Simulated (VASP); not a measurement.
Wanted: the native input for a VASP 6.6.1 run.

| Property | Result |
| --- | --- |
| Task | single point |
| Functional | LDA |
| Potentials or basis | VASP PAW LDA potentials, release 64 (Ca_sv, O_h) |
| Cutoff | 1340 eV |
| k mesh | 8 × 8 × 8 |
| Occupations | gaussian, width 0.05 eV |
| Spin | no spin polarisation |
| Dipole correction | no |
| Further INCAR settings | ALGO = Normal; EDIFF = 1e-06; NBANDS = 15 |

The structure of CaO lies in POSCAR:

```
CaO
1.0
    0.0000000000      2.3536411517      2.3536411517
    2.3536411517      0.0000000000      2.3536411517
    2.3536411517      2.3536411517      0.0000000000
Ca O
1 1
Direct
    0.5000000000      0.5000000000      0.5000000000
    0.0000000000      0.0000000000      0.0000000000
```

One way to write it, as run:

INCAR

```
PREC = Accurate
ENCUT = 1340
EDIFF = 1E-6
ISMEAR = 0
SIGMA = 0.05
LREAL = F
LASPH = T
NELM = 120
ALGO = Normal
ISIF = 2
LWAVE = F
LCHARG = F
GGA = CA
NBANDS = 15
GGA_COMPAT = F
```

KPOINTS

```
Automatic mesh
0
Gamma
  8 8 8
```

Potentials or basis: VASP PAW LDA potentials, release 64 (Ca_sv, O_h).

Command:

```console
$ cat potpaw_LDA.64/Ca_sv/POTCAR potpaw_LDA.64/O_h/POTCAR > POTCAR
$ mpirun -np 1 vasp_std > vasp.out
```

It gave:

```json
{"Pressure": "1.0 GPa", "Band gap on the k mesh": "3.42 eV (least direct gap 3.78 eV)"}
```

Wall time 30 s on 1 thread of Intel(R) Xeon(R) Platinum 8488C (Sapphire Rapids) (shared host), peak memory 0.23 GiB.
